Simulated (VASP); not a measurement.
# BaTe (R-3m) in VASP: a series of runs, part 2 of 2

VASP 6.6.1.

## Step 3: Single point, PBE

This run uses another cell than the first one, of the same volume but with other edges.

INCAR

```
PREC = Accurate
ENCUT = 520
EDIFF = 1E-6
ISMEAR = 0
SIGMA = 0.05
LREAL = False
LASPH = True
NELM = 60
ALGO = Normal
ISIF = 2
LWAVE = False
LCHARG = True
GGA = PE
LELF = True
LVHAR = True
NBANDS = 15
```

KPOINTS

```
regular mesh
0
Gamma
  8 8 8
```

POSCAR

```
BaTe
1.0
    4.4047888027      0.8333384221      0.8333384221
    0.8333384221      4.4047888027      0.8333384221
    0.8333384221      0.8333384221      4.4047888027
Ba Te
1 1
Direct
    0.0000000000      0.0000000000      0.0000000000
    0.5000000000      0.5000000000      0.5000000000
```

Potentials or basis: VASP PAW PBE potentials, release 64 (Ba_sv, Te).

Launch:

```console
> cat potpaw_PBE.64/Ba_sv/POTCAR potpaw_PBE.64/Te/POTCAR > POTCAR
> mpirun -np 1 vasp_std > vasp.out
```

OUTCAR:

```text
PREC = Accurate
   ENCUT = 520
   EDIFF = 1E-6
   ISMEAR = 0
   LREAL = False
   LASPH = True
   NELM = 60
   ISIF = 2
   GGA = PE

 ion  position               nearest neighbor table
   1  0.000  0.000  0.000-   2 3.40   2 3.40   2 3.40   2 3.40   2 3.40   2 3.40
   2  0.500  0.500  0.500-   1 3.40   1 3.40   1 3.40   1 3.40   1 3.40   1 3.40

  LATTYP: Found a trigonal (rhomboedric) cell.
 ALAT       =     4.5597226065
 COS(alpha) =     0.3865030675

  Lattice vectors:

 A1 = (   4.4047888027,   0.8333384221,   0.8333384221)
 A2 = (   0.8333384221,   4.4047888027,   0.8333384221)
 A3 = (   0.8333384221,   0.8333384221,   4.4047888027)

Analysis of symmetry for initial positions (statically):
=====================================================================
 Subroutine PRICEL returns:
 Original cell was already a primitive cell.

 Routine SETGRP: Setting up the symmetry group for a
 trigonal (rhombohedral) supercell.

 Subroutine GETGRP returns: Found 12 space group operations
 (whereof 12 operations were pure point group operations)
 out of a pool of 12 trial point group operations.

[... 177 lines left out ...]
      6       2.9148      2.00000
      7       2.9148      2.00000
      8       3.3309      2.00000
      9       5.3617      0.00000
     10       5.3617      0.00000
     11       5.9468      0.00000
     12       6.6932      0.00000
     13       6.6932      0.00000
     14       7.2009      0.00000
[... 401 lines left out ...]
      2      -9.5016      2.00000
      3      -9.0902      2.00000
      4      -9.0377      2.00000
      5      -6.0961      2.00000
      6       1.0198      2.00000
      7       1.7172      2.00000
      8       2.6466      2.00000
      9       6.1826      0.00000
     10       6.2175      0.00000
     11       7.3527      0.00000
     12       7.8169      0.00000
     13       9.5144      0.00000
     14       9.8093      0.00000
     15      11.8172      0.00000

 [... further k-points ...]

------------------------ aborting loop because EDIFF is reached ----------------------------------------

  FORCE on cell =-STRESS in cart. coord.  units (eV):
  Direction    XX          YY          ZZ          XY          YZ          ZX
  --------------------------------------------------------------------------------------
  -------------------------------------------------------------------------------------
  Total        2.3288311      2.3288311      2.3288311      0.2927279      0.2927279      0.2927279
  in kB       48.1798879     48.1798879     48.1798879      6.0560854      6.0560854      6.0560854
  external PRESSURE =      48.1798879 kB  Pullay stress =       0.0000000 kB

 VOLUME and BASIS-vectors are now :
 -----------------------------------------------------------------------------
  energy-cutoff  :      520.00
  volume of cell :       77.44
      direct lattice vectors                 reciprocal lattice vectors
     4.404788803  0.833338422  0.833338422     0.241567152 -0.038431138 -0.038431138
     0.833338422  4.404788803  0.833338422    -0.038431138  0.241567152 -0.038431138
     0.833338422  0.833338422  4.404788803    -0.038431138 -0.038431138  0.241567152

 POSITION                                       TOTAL-FORCE (eV/Angst)
 -----------------------------------------------------------------------------------
      0.00000      0.00000      0.00000         0.000000      0.000000     -0.000000
      3.03573      3.03573      3.03573         0.000000     -0.000000      0.000000
 -----------------------------------------------------------------------------------
    total drift:                                0.000000      0.000000      0.000000

  FREE ENERGIE OF THE ION-ELECTRON SYSTEM (eV)
  ---------------------------------------------------
  free  energy   TOTEN  =        -8.3997069393 eV

  energy  without entropy=       -8.3997069393  energy(sigma->0) =       -8.39970694
```

Run time: 52 s. Hardware: 1 thread of Intel Xeon Platinum 8488C (Sapphire Rapids), shared host; peak memory 0.25 GiB.

What came out:

```yaml
Free_energy: -8.3997 eV
Pressure: 4.8 GPa
Band_gap_on_the_k_mesh: 0.93 eV (least direct gap 1.36 eV)
```

Levels at points of the mesh, in eV from the valence-band top:
```tsv
k point	band 5	band 6	band 7	band 8	band 9	band 10	band 11	band 12
(0.00, 0.00, 0.00)	-10.12	-0.42	-0.42	0.00	2.03	2.03	2.62	3.36
(0.50, 0.00, 0.00)	-9.07	-2.91	-1.75	-1.12	3.90	3.90	4.10	5.83
(0.50, 0.50, 0.00)	-9.84	-1.56	-0.94	-0.43	0.93	4.07	4.24	5.32
(0.50, 0.50, 0.50)	-9.09	-2.83	-2.11	-2.11	3.87	4.86	5.25	5.25
```

Caveat: the cell stands under pressure; spin-orbit coupling is left out, which moves the levels of the heavy elements.

## Step 4: Single point, PBE

INCAR

```
SYSTEM = BaTe
  ALGO = Normal
  EDIFF = 1E-6
  ENCUT = 520
  GGA = PE
  ISIF = 2
  ISMEAR = 0
  LASPH = .True.
  LCHARG = .False.
  LREAL = .False.
  LWAVE = .False.
  NBANDS = 15
  NELM = 60
  PREC = Accurate
  SIGMA = 0.05
```

KPOINTS

```
k-points
0
Gamma
  8 8 8
  0 0 0
```

POSCAR

```
BaTe
1.0
    4.2649405054     -0.1018927766     -0.1018927766
   -0.1018927766      4.2649405054     -0.1018927766
   -0.1018927766     -0.1018927766      4.2649405054
Ba Te
1 1
Direct
    0.0000000000      0.0000000000      0.0000000000
    0.5000000000      0.5000000000      0.5000000000
```

Launch:

```console
> cat potpaw_PBE.64/Ba_sv/POTCAR potpaw_PBE.64/Te/POTCAR > POTCAR
> mpirun -np 1 vasp_std > vasp.out
```

Run time: 29 s. Hardware: 1 thread of Intel Xeon Platinum 8488C (Sapphire Rapids), shared host; peak memory 0.23 GiB.

The run converged. Its results:

```
Free energy            : -8.2749 eV
Pressure               : 0.3 GPa
Band gap on the k mesh : 0.82 eV (least direct gap 0.99 eV)
```

Stress tensor (GPa, compression positive):
```
0.31 0.60 0.60
0.60 0.31 0.60
0.60 0.60 0.31
```

Levels at points of the mesh, in eV from the valence-band top:
```csv
k point,band 5,band 6,band 7,band 8,band 9,band 10,band 11,band 12
"(0.00, 0.00, 0.00)",-10.36,-0.37,-0.36,-0.36,0.82,0.82,2.31,4.42
"(0.50, 0.00, 0.00)",-9.60,-3.36,-1.06,-0.71,1.67,4.66,4.87,4.89
"(0.50, 0.50, 0.00)",-9.82,-2.11,-1.92,0.00,0.99,2.42,2.93,3.14
"(0.50, 0.50, 0.50)",-9.42,-2.89,-2.89,-2.86,4.53,4.53,5.29,6.05
```

Caveat: spin-orbit coupling is left out, which moves the levels of the heavy elements.

## Step 5: Single point, PBE

INCAR

```
SYSTEM = BaTe
  PREC = Accurate
  ENCUT = 520
  EDIFF = 1E-7
  ISMEAR = 0
  SIGMA = 0.05
  LREAL = .FALSE.
  LASPH = .TRUE.
  NELM = 60
  ALGO = Normal
  ISIF = 2
  LWAVE = .FALSE.
  LCHARG = .FALSE.
  GGA = PE
  NBANDS = 15
```

KPOINTS

```
regular mesh
0
G
  8 8 8
  0 0 0
```

POSCAR

```
BaTe
1.0
    4.2652956303      0.1107868995      0.1107868995
    0.1107868995      4.2652956303      0.1107868995
    0.1107868995      0.1107868995      4.2652956303
Ba Te
1 1
Direct
    0.0000000000      0.0000000000      0.0000000000
    0.5000000000      0.5000000000      0.5000000000
```

Launch:

```console
> cat potpaw_PBE.64/Ba_sv/POTCAR potpaw_PBE.64/Te/POTCAR > POTCAR
> mpirun -np 1 vasp_std > vasp.out
```

Run time: 32 s. Hardware: 1 thread of Intel Xeon Platinum 8488C (Sapphire Rapids), shared host; peak memory 0.23 GiB.

It converged, with:

| Property | Result |
| --- | --- |
| Free energy | -8.2841 eV |
| Pressure | 0.3 GPa |
| Band gap on the k mesh | 0.83 eV (least direct gap 0.99 eV) |

Stress tensor (GPa, compression positive):
```
 0.27 -0.18 -0.18
-0.18  0.27 -0.18
-0.18 -0.18  0.27
```

Levels at points of the mesh, in eV from the valence-band top:
| k point | band 4 | band 5 | band 6 | band 7 | band 8 | band 9 | band 10 | band 11 | band 12 | band 13 |
| --- | --- | --- | --- | --- | --- | --- | --- | --- | --- | --- |
| (0.00, 0.00, 0.00) | -13.12 | -10.36 | -0.39 | -0.39 | -0.30 | 0.83 | 0.83 | 2.34 | 4.37 | 4.37 |
| (0.50, 0.00, 0.00) | -13.07 | -9.60 | -3.36 | -1.07 | -0.68 | 1.67 | 4.44 | 4.88 | 4.88 | 5.25 |
| (0.50, 0.50, 0.00) | -13.04 | -9.81 | -2.09 | -1.93 | 0.00 | 0.99 | 2.47 | 2.97 | 3.08 | 6.17 |
| (0.50, 0.50, 0.50) | -13.37 | -9.42 | -2.90 | -2.86 | -2.86 | 4.31 | 5.03 | 5.03 | 5.78 | 6.31 |

Caveat: spin-orbit coupling is left out, which moves the levels of the heavy elements. A k mesh can miss the band edges.

## Step 6: Overview

| cell | gap on the mesh (eV) | pressure (GPa) |
| --- | --- | --- |
| a = 4.295 Å, angles 82.7°, 2 atoms | 0.99 | 1.1 |
| a = 4.560 Å, angles 67.3°, 2 atoms | 0.93 | 4.8 |
| a = 4.267 Å, angles 92.7°, 2 atoms | 0.82 | 0.3 |
| a = 4.268 Å, angles 87.0°, 2 atoms | 0.83 | 0.3 |

Alike in all rows: task single point; level PBE; potentials or basis VASP PAW PBE potentials, release 64 (Ba_sv, Te); no spin polarisation; k mesh 8 × 8 × 8; cutoff (eV) 520; smearing gaussian 0.05 eV.

Caveats: spin-orbit coupling is left out, which moves the levels of the heavy elements; the cell stands under pressure (at least some runs).

Absolute energies hang on the potentials; compare differences alone.
